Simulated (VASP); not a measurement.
# Sb (R-3m) in VASP: further runs

Aim: see how the results for Sb move with the level of theory and the settings. Levels: PBE, PBEsol+D4. Tasks: single point.

All numbers are computed with VASP 6.6.1; they aren't measurements. Logs are shortened: lines on timing, memory, paths and dates and some standing lists are left out, and cuts for length are marked.

## Step 1: The cell of the first run

It takes space group R-3m (No. 166, trigonal). Conventional cell: a = 4.308 Å, b = 4.308 Å, c = 11.274 Å, α = 90.00°, β = 90.00°, γ = 120.00°. Within 3.8 Å of Sb (site symmetry 3m) lie 6 Sb at 2.91 to 3.35 Å.

## Step 2: Single point, PBE

File INCAR:

```
  PREC = Accurate
  ENCUT = 520
  EDIFF = 1E-6
  ISMEAR = -1
  SIGMA = 0.03
  LREAL = F
  LASPH = T
  NELM = 100
  ALGO = Normal
  ISIF = 2
  LWAVE = F
  LCHARG = F
  GGA = PE
  NBANDS = 12
```

File KPOINTS:

```
regular mesh
0
Gamma
  6 6 6
```

File POSCAR:

```
Sb
1.0
    2.1542000000      1.2437279499      3.7580000000
   -2.1542000000      1.2437279499      3.7580000000
    0.0000000000     -2.4874558998      3.7580000000
Sb
2
Direct
    0.7665100000      0.7665100000      0.7665100000
    0.2334900000      0.2334900000      0.2334900000
```

Potentials or basis: VASP PAW PBE potentials, release 64 (Sb).

Launch:

```bash
cat potpaw_PBE.64/Sb/POTCAR > POTCAR
mpirun -np 1 vasp_std > vasp.out
```

OUTCAR:

```text
PREC = Accurate
   ENCUT = 520
   EDIFF = 1E-6
   ISMEAR = -1
   LREAL = F
   LASPH = T
   NELM = 100
   ISIF = 2
   GGA = PE

 ion  position               nearest neighbor table
   1  0.767  0.767  0.767-   2 2.91   2 2.91   2 2.91   2 3.35   2 3.35   2 3.35
   2  0.233  0.233  0.233-   1 2.91   1 2.91   1 2.91   1 3.35   1 3.35   1 3.35

  LATTYP: Found a trigonal (rhomboedric) cell.
 ALAT       =     4.5066618304
 COS(alpha) =     0.5430253624

  Lattice vectors:

 A1 = (   2.1542000000,   1.2437279499,   3.7580000000)
 A2 = (  -2.1542000000,   1.2437279499,   3.7580000000)
 A3 = (   0.0000000000,  -2.4874558998,   3.7580000000)

Analysis of symmetry for initial positions (statically):
=====================================================================
 Subroutine PRICEL returns:
 Original cell was already a primitive cell.

 Routine SETGRP: Setting up the symmetry group for a
 trigonal (rhombohedral) supercell.

 Subroutine GETGRP returns: Found 12 space group operations
 (whereof 12 operations were pure point group operations)
 out of a pool of 12 trial point group operations.

The static configuration has the point symmetry D_3d.

Analysis of symmetry for dynamics (positions and initial velocities):
=====================================================================
 Subroutine PRICEL returns:
 Original cell was already a primitive cell.

 Routine SETGRP: Setting up the symmetry group for a
 trigonal (rhombohedral) supercell.

 Subroutine GETGRP returns: Found 12 space group operations
 (whereof 12 operations were pure point group operations)
 out of a pool of 12 trial point group operations.

The dynamic configuration has the point symmetry D_3d.

 Subroutine INISYM returns: Found 12 space group operations
 (whereof 12 operations are pure point group operations),
 and found     1 'primitive' translations

----------------------------------------------------------------------------------------

                                     Primitive cell

  volume of cell :      60.4115

  direct lattice vectors                    reciprocal lattice vectors
     2.154200000  1.243727950  3.758000000     0.232104726  0.134005726  0.088699663
    -2.154200000  1.243727950  3.758000000    -0.232104726  0.134005726  0.088699663
     0.000000000 -2.487455900  3.758000000     0.000000000 -0.268011452  0.088699663

  length of vectors
     4.506661830  4.506661830  4.506661830     0.282307932  0.282307932  0.282307932

  position of ions in fractional coordinates (direct lattice)
     0.766510000  0.766510000  0.766510000
     0.233490000  0.233490000  0.233490000

  ion indices of the primitive-cell ions
   primitive index   ion index
                 1           1
                 2           2

----------------------------------------------------------------------------------------

 KPOINTS: regular mesh

Automatic generation of k-mesh.
 Grid dimensions read from file:
 generate k-points for:    6    6    6

 Generating k-lattice:

  Cartesian coordinates                     Fractional coordinates (reciprocal lattice)
     0.038684121  0.022334288  0.014783277     0.166666667  0.000000000  0.000000000
    -0.038684121  0.022334288  0.014783277     0.000000000  0.166666667  0.000000000
     0.000000000 -0.044668575  0.014783277     0.000000000  0.000000000  0.166666667

  Length of vectors
     0.047051322  0.047051322  0.047051322

  Shift w.r.t. Gamma in fractional coordinates (k-lattice)
     0.000000000  0.000000000  0.000000000

 Subroutine IBZKPT returns following result:
 ===========================================

 Found     32 irreducible k-points:

 Following reciprocal coordinates:
            Coordinates               Weight
  0.000000  0.000000  0.000000      1.000000
  0.166667 -0.000000 -0.000000      6.000000
  0.333333 -0.000000 -0.000000      6.000000
  0.500000 -0.000000  0.000000      3.000000
  0.166667  0.166667 -0.000000      6.000000
  0.333333  0.166667  0.000000     12.000000
[... 16 lines left out ...]
  0.500000  0.500000  0.166667      6.000000
 -0.333333  0.500000  0.166667     12.000000
 [... further k-points ...]
   k-points           NKPTS =     32   k-points in BZ     NKDIM =     32   number of bands    NBANDS=     12
   number of dos      NEDOS =    301   number of ions     NIONS =      2
   total plane-waves  NPLWV =  46656
   dimension x,y,z NGX =    36 NGY =   36 NGZ =   36
   dimension x,y,z NGXF=    72 NGYF=   72 NGZF=   72
   ions per type =               2
   NGX,Y,Z   is equivalent  to a cutoff of  13.28, 13.28, 13.28 a.u.
   NGXF,Y,Z  is equivalent  to a cutoff of  26.56, 26.56, 26.56 a.u.
 SYSTEM =  unknown system
   PREC   = accura    normal or accurate (medium, high low for compatibility)
   ISTART =      0    job   : 0-new  1-cont  2-samecut
   ICHARG =      2    charge: 1-file 2-atom 10-const
   ISPIN  =      1    spin polarized calculation?
   LNONCOLLINEAR =      F non collinear calculations
   LSORBIT =      F    spin-orbit coupling
   LASPH  =      T    aspherical Exc in radial PAW
   ENCUT  =  520.0 eV  38.22 Ry    6.18 a.u.   8.38  8.38  8.38*2*pi/ulx,y,z
   NELM   =    100;   NELMIN=  2; NELMDL= -5     # of ELM steps
   EDIFF  = 0.1E-05   stopping-criterion for ELM
   LREAL  =      F    real-space projection
   EDIFFG = 0.1E-04   stopping-criterion for IOM
   NSW    =      0    number of steps for IOM
   IBRION =     -1    ionic relax: 0-MD 1-quasi-New 2-CG
   NFREE  =      0    steps in history (QN), initial steepest desc. (CG)
   ISIF   =      2    stress and relaxation
   ISYM   =      2    0-nonsym 1-usesym 2-fastsym
   POTIM  = 0.5000    time-step for ionic-motion
   TEBEG  =    0.0;   TEEND  =   0.0 temperature during run
   PSTRESS=    0.0 pullay stress
   NELECT =      10.0000    total number of electrons
   NUPDOWN=      -1.0000    fix difference up-down
   EMIN   =  10.00;   EMAX   =-10.00  energy-range for DOS
   EFERMI =   0.00;   METHOD = LEGACY
   ISMEAR =    -1;   SIGMA  =   0.03  broadening in eV -4-tet -1-fermi 0-gaus
   EFERMI_NEDOS =   21; number of points for ismear=-14 and -15
   IALGO  =     38    algorithm
   IMIX   =      4    mixing-type and parameters
     AMIX     =   0.40;   BMIX     =  1.00
     AMIX_MAG =   1.60;   BMIX_MAG =  1.00
  volume/ion in A,a.u.               =      30.21       203.84
  Fermi-wavevector in a.u.,A,eV,Ry     =   0.898880  1.698637 10.993305  0.807985
  Thomas-Fermi vector in A             =   2.021644
   LORBIT       =      0    0 simple, 1 ext, 2 COOP (PROOUT), +10 PAW based schemes
   GGA     = PE    functional components
   LHFCALC =     F    Hartree Fock is set to
   AEXX    =    0.0000 exact exchange contribution
   IVDW    =     0    specifies the selected vdW correction
   LEPSILON=     F    determine dielectric tensor
   LRPA    =     F    only Hartree local field effects (RPA)
 non-spin polarized calculation
  energy-cutoff  :      520.00
  volume of cell :       60.41
 maximum number of plane-waves:      1639
 NGX is ok and might be reduce to    36
   NGX = 17   NGY = 17   NGZ = 17

 number of electron      10.0000000 magnetization

 Free energy of the ion-electron system (eV)
  ---------------------------------------------------
  ext. energy  EPLUGINS =         0.00000000
  ---------------------------------------------------
  free energy    TOTEN  =        -8.26855949 eV

  energy without entropy =       -8.26719486  energy(sigma->0) =       -8.26787717

 E-fermi :   7.3464     XC(G=0):  -9.5312

 val. band max:        7.0814053091   @ k =   0.5000  -0.0000   0.0000
 cond. band min:       7.3503872318   @ k =   0.3333   0.1667   0.1667
 fundamental gap:      0.2689819227
 Fermi energy:         7.3464204997

 k-point     1 :       0.0000    0.0000    0.0000
  band No.  band energies     occupation
      1      -5.4366      2.00000
      2       2.4902      2.00000
      3       5.2191      2.00000
      4       5.4863      2.00000
      5       5.4863      2.00000
      6       9.3545      0.00000
      7       9.9832      0.00000
      8       9.9832      0.00000
      9      12.3674      0.00000
     10      12.3674      0.00000
     11      12.5241      0.00000
     12      13.8734      0.00000

 k-point     2 :       0.1667   -0.0000   -0.0000
  band No.  band energies     occupation
      1      -5.1305      2.00000
      2       1.3074      2.00000
      3       5.2608      2.00000
      4       5.4208      2.00000
      5       5.9196      2.00000
      6       9.0727      0.00000
      7       9.2803      0.00000
      8       9.3207      0.00000
      9      11.8181      0.00000
     10      12.3219      0.00000
     11      12.6479      0.00000
     12      15.5933      0.00000

 k-point     3 :       0.3333   -0.0000   -0.0000
  band No.  band energies     occupation
      1      -4.2311      2.00000
      2      -0.7448      2.00000
      3       5.3360      2.00000
      4       5.3468      2.00000
      5       6.4595      2.00000
      6       7.9746      0.00000
      7       8.0626      0.00000
      8       8.2469      0.00000
      9      12.9316      0.00000
     10      13.7104      0.00000
     11      14.2271      0.00000
     12      17.8290      0.00000

 k-point     4 :       0.5000   -0.0000    0.0000
  band No.  band energies     occupation
      1      -3.0772      2.00000
      2      -2.3474      2.00000
      3       5.3413      2.00000
      4       5.4596      2.00000
      5       6.9979      1.99998
      6       7.0814      1.99971
      7       7.4774      0.02507
      8       7.7876      0.00000
      9      14.8519      0.00000
     10      15.4866      0.00000
     11      16.3410      0.00000
     12      16.3879      0.00000

 k-point     5 :       0.1667    0.1667   -0.0000
  band No.  band energies     occupation
      1      -5.0504      2.00000
      2       1.2792      2.00000
      3       4.5694      2.00000
      4       4.8717      2.00000
      5       6.7156      2.00000
      6       8.0462      0.00000
      7       9.6221      0.00000
      8      10.5117      0.00000
      9      11.6148      0.00000
     10      13.0743      0.00000
     11      13.4031      0.00000
     12      14.6212      0.00000
[... 228 lines left out ...]
      1      -2.7452      2.00000
      2      -1.8881      2.00000
      3       2.8649      2.00000
      4       2.9482      2.00000
      5       6.5242      2.00000
      6       7.8132      0.00000
      7      11.3390      0.00000
      8      11.5243      0.00000
      9      12.7538      0.00000
     10      13.2143      0.00000
     11      17.0467      0.00000
     12      17.3124      0.00000

 k-point    22 :      -0.1667    0.3333    0.1667
  band No.  band energies     occupation
      1      -3.5109      2.00000
      2      -1.0603      2.00000
      3       3.0465      2.00000
      4       3.8698      2.00000
      5       5.5644      2.00000
      6       8.5138      0.00000
      7      10.5008      0.00000
      8      10.6340      0.00000
      9      12.3352      0.00000
     10      15.1760      0.00000
     11      15.5838      0.00000
     12      16.5600      0.00000

 k-point    23 :       0.5000    0.5000    0.1667
  band No.  band energies     occupation
      1      -3.3686      2.00000
      2      -0.8330      2.00000
      3       2.1520      2.00000
      4       3.9583      2.00000
      5       4.3472      2.00000
      6       9.4914      0.00000
      7      11.0630      0.00000
      8      12.0459      0.00000
      9      13.0030      0.00000
     10      16.1216      0.00000
     11      16.4211      0.00000
     12      16.9487      0.00000

 k-point    24 :      -0.3333    0.5000    0.1667
  band No.  band energies     occupation
      1      -2.7783      2.00000
      2      -1.4052      2.00000
      3       1.9743      2.00000
      4       2.8651      2.00000
      5       5.4461      2.00000
      6       9.2221      0.00000
      7      10.5673      0.00000
      8      12.9452      0.00000
      9      13.2293      0.00000
     10      14.3284      0.00000
     11      17.0538      0.00000
     12      17.9086      0.00000

 [... further k-points ...]

------------------------ aborting loop because EDIFF is reached ----------------------------------------

  FORCE on cell =-STRESS in cart. coord.  units (eV):
  Direction    XX          YY          ZZ          XY          YZ          ZX
  --------------------------------------------------------------------------------------
  -------------------------------------------------------------------------------------
  Total        1.1183787      1.1183787      0.9830301      0.0000000      0.0000000      0.0000000
  in kB       29.6606059     29.6606059     26.0710159      0.0000000      0.0000000      0.0000000
  external PRESSURE =      28.4640759 kB  Pullay stress =       0.0000000 kB

 VOLUME and BASIS-vectors are now :
 -----------------------------------------------------------------------------
  energy-cutoff  :      520.00
  volume of cell :       60.41
      direct lattice vectors                 reciprocal lattice vectors
     2.154200000  1.243727950  3.758000000     0.232104726  0.134005726  0.088699663
    -2.154200000  1.243727950  3.758000000    -0.232104726  0.134005726  0.088699663
     0.000000000 -2.487455900  3.758000000     0.000000000 -0.268011452  0.088699663

 POSITION                                       TOTAL-FORCE (eV/Angst)
 -----------------------------------------------------------------------------------
      0.00000      0.00000      8.64163         0.000000      0.000000     -0.108600
      0.00000      0.00000      2.63237         0.000000      0.000000      0.108600
 -----------------------------------------------------------------------------------
    total drift:                                0.000000     -0.000000     -0.000000

  FREE ENERGIE OF THE ION-ELECTRON SYSTEM (eV)
  ---------------------------------------------------
  free  energy   TOTEN  =        -8.2685594855 eV

  energy  without entropy=       -8.2671948592  energy(sigma->0) =       -8.26787717
```

It took 24 s on 1 thread of AMD EPYC 7R13 (Zen 3), shared host; peak memory 0.17 GiB.

Results:

| Item | Value |
| --- | --- |
| Free energy | -8.2686 eV |
| Pressure | 2.8 GPa |
| Largest force | 0.109 eV/Å |
| Band gap on the k mesh | zero (band 5 reaches 7.35 eV, above the bottom of band 6 at 7.08 eV) |

Forces on the atoms (eV/Å):
```
Sb   0.000  0.000 -0.109
Sb   0.000  0.000  0.109
```

Caveat: spin-orbit coupling is left out, which moves the levels of the heavy elements.

(Continued in part 2 of 2.)
